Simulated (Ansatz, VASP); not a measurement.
## Two plane-wave programs on LiF

```xyz
4
Lattice="3.0583 0.0000 0.0000 -1.5292 2.6486 0.0000 0.0000 0.0000 5.3050" Properties=species:S:1:pos:R:3 pbc="T T T"
Li    0.0000    1.7657    2.0370
Li    1.5292    0.8829    4.6895
F     0.0000    1.7657    5.2573
F     1.5292    0.8829    2.6049
```

Alike in both runs: task single point; functional LDA; k mesh 9 × 9 × 6; occupations gaussian, width 0.05 eV; no spin polarisation.

```csv
,VASP,Ansatz
version,VASP 6.6.1,Ansatz 0.2.0
potentials or method,"VASP PAW LDA potentials, release 64 (Li_sv, F), cutoff 520 eV","scalar-relativistic, plane waves, PAW"
valence electrons in the cell,20,20
```

```csv
,VASP,Ansatz,Ansatz less VASP
gap on the k mesh at the Fermi level (eV),7.14,7.16,+0.013
least direct gap on the mesh (eV),7.14,7.16,+0.013
rms of the force components (eV/Å),0.090,0.085,-0.0048
```

LDA's correlation is that of Perdew and Zunger in VASP and of Perdew and Wang (1992) in Ansatz. Atom by atom the forces differ by 0.005 eV/Å (rms over components).

Noted on VASP's run: the cutoff is short for stress, so the pressure is rough.
